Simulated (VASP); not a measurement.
Here is a VASP 6.6.1 calculation.

The input INCAR:

```
SYSTEM = YAu
ALGO     = Normal         ! electronic algorithm
EDIFF    = 1E-7           ! SCF threshold, eV
ENCUT    = 520            ! plane-wave cutoff, eV
GGA      = CA             ! functional
ISIF     = 2              ! what is computed and relaxed
ISMEAR   = -1             ! smearing method
ISPIN    = 2              ! spin polarisation
LASPH    = .TRUE.         ! aspherical terms in the spheres
LCHARG   = .TRUE.         ! write CHGCAR
LELF     = .TRUE.         ! ELF
LMAXMIX  = 4              ! l up to which the mixer works
LORBIT   = 11             ! projections on sites
LREAL    = .FALSE.        ! projectors in reciprocal space
LVHAR    = .TRUE.       
LWAVE    = .FALSE.        ! write WAVECAR
MAGMOM   = 0.6 0          ! initial moments
NBANDS   = 22             ! bands
NELM     = 150            ! most SCF steps
PREC     = Accurate       ! precision mode
SIGMA    = 0.08           ! smearing width, eV
```

File KPOINTS:

```
k-points
0
G
  9 9 9
  0 0 0
```

File POSCAR:

```
YAu
1.0
    3.5590000000      0.0000000000      0.0000000000
    0.0000000000      3.5590000000      0.0000000000
    0.0000000000      0.0000000000      3.5590000000
Y Au
1 1
Direct
    0.5000000000      0.5000000000      0.5000000000
    0.0000000000      0.0000000000      0.0000000000
```

Potentials or basis: VASP PAW LDA potentials, release 64 (Y_sv, Au).

Launch:

```bash
$ cat potpaw_LDA.64/Y_sv/POTCAR potpaw_LDA.64/Au/POTCAR > POTCAR
$ mpirun -np 1 vasp_std > vasp.out
```

Question: Predict the pressure.

Answer: -3.5 GPa.

Question: What does it give for the net moment?

Answer: 0.00 μB per cell.

Caveat: the cell stands under tension.
